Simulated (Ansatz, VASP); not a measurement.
# Sr: VASP beside Ansatz

```
Sr
1.0
     0.00000    4.71094    4.71094
     4.71094    0.00000    4.71094
     4.71094    4.71094    0.00000
Sr
3
Direct
  0.25000 0.25000 0.25000
  0.75000 0.75000 0.75000
  0.50000 0.50000 0.50000
```

Alike in both runs: functional PBE; k mesh 10 × 10 × 10; occupations gaussian, width 0.1 eV; no spin polarisation.

Ansatz relaxed the structure, and its values are those at the end. VASP's run is a single point on that final structure, the one shown.

```csv
,VASP,Ansatz
version,VASP 6.6.1,Ansatz 0.2.0
potentials or method,"VASP PAW PBE potentials, release 64 (Sr_sv), cutoff 520 eV","scalar-relativistic, plane waves, PAW"
valence electrons in the cell,30,30
```

```tsv
	VASP	Ansatz	Ansatz less VASP
gap on the k mesh at the Fermi level (eV)	none	none	-
pressure (GPa)	0.0	0.0	0.00
```

A gap of «none» marks a metal or a gap that the smearing closes.
